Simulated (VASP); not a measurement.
Write the native input for VASP 6.6.1 that does the following.

```
Task                   : single point
Functional             : PBEsol
Potentials or basis    : VASP PAW PBE potentials, release 64 (K_sv, Cl)
Cutoff                 : 520 eV
k mesh                 : 2 × 2 × 2
Occupations            : fermi-dirac, width 0.05 eV
Spin                   : no spin polarisation
Dipole correction      : no
Further INCAR settings : LREAL = Auto; ALGO = Normal; EDIFF = 1e-06; NBANDS = 78
```

The structure of KCl lies in POSCAR:

```
KCl
1.0
   -0.0001450638      6.9341075367      6.9482396427
    6.9755614090      0.0024562270      6.9455551689
    6.9790822230      6.9343508798     -0.0002427367
K Cl
8 8
Direct
    0.0013853778      0.0031634930     -0.0010630586
    0.0014204339      0.0032191604      0.4988106817
    0.0013318598      0.5031792375     -0.0009495247
    0.0015932659      0.5031783633      0.4988387487
    0.5015292958      0.0031258805     -0.0010206358
    0.5013111713      0.0032252685      0.4988826969
    0.5013521572      0.5031746578     -0.0012416008
    0.5015543735      0.5032089073      0.4988672445
    0.1265620607      0.1279323006      0.1238465596
    0.1263435481      0.1279463198      0.6240911354
    0.1264374094      0.6279721670      0.1240013641
    0.1265615106      0.6279338158      0.6240825347
    0.6265329039      0.1281308009      0.1238994215
    0.6264660789      0.1280097551      0.6240095582
    0.6264101604      0.6278960143      0.1239200709
    0.6266968303      0.6281133687      0.6237949038
```

These files were run (other wordings do the same):

INCAR

```
SYSTEM = KCl
PREC     = Accurate       ! precision mode
ENCUT    = 520            ! plane-wave cutoff, eV
EDIFF    = 1E-6           ! SCF threshold, eV
ISMEAR   = -1             ! smearing method
SIGMA    = 0.05           ! smearing width, eV
LREAL    = Auto         
LASPH    = .True.         ! aspherical terms in the spheres
NELM     = 100            ! most SCF steps
ALGO     = Normal         ! electronic algorithm
ISIF     = 2              ! what is computed and relaxed
LWAVE    = .False.        ! write WAVECAR
LCHARG   = .True.         ! write CHGCAR
GGA      = PS             ! functional
LELF     = .True.         ! ELF
LVHAR    = .True.       
NBANDS   = 78             ! bands
```

KPOINTS

```
regular mesh
0
Gamma
  2 2 2
  0 0 0
```

Potentials or basis: VASP PAW PBE potentials, release 64 (K_sv, Cl).

Command:

```sh
$ cat potpaw_PBE.64/K_sv/POTCAR potpaw_PBE.64/Cl/POTCAR > POTCAR
$ mpirun -np 1 vasp_std > vasp.out
```

Results of the run:

The pressure is 0.0 GPa and the largest force is 0.004 eV/Å. The band gap on the k mesh is 4.84 eV.

Caveat: the PAW data sets were made with another functional, which shifts forces and pressure a little.

Wall time 24 min on 1 thread of Intel(R) Xeon(R) Platinum 8259CL CPU @ 2.50GHz (Skylake/Cascade Lake) (shared host), peak memory 1 GiB.
